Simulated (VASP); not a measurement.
Input of a VASP 6.6.1 run:

INCAR

```
PREC = Accurate ; ENCUT = 520
EDIFF = 1E-6 ; ISMEAR = -1
SIGMA = 0.1 ; LREAL = F
LASPH = T ; NELM = 60
ALGO = Normal ; ISIF = 2
LWAVE = F ; LCHARG = F
GGA = PE ; NBANDS = 12
```

File KPOINTS:

```
regular mesh
0
Gamma
  16 16 14
```

The input POSCAR:

```
Zr
1.0
    2.7770884769      0.0000000000      0.0000000000
   -1.3885442384      2.4050291695      0.0000000000
    0.0000000000      0.0000000000      2.7160275497
Zr
1
Direct
    0.0000000000      0.0000000000      0.0000000000
```

Potentials or basis: VASP PAW PBE potentials, release 64 (Zr_sv).

Command:

```sh
$ cat potpaw_PBE.64/Zr_sv/POTCAR > POTCAR
$ mpirun -np 1 vasp_std > vasp.out
```

Problem. What does it give for the band gap on the k mesh?

Solution. Zero (bands 6 and 7 overlap by 1.38 eV).

Problem. Predict the pressure.

Solution. 35.5 GPa.

Caveat: the cell stands under pressure.
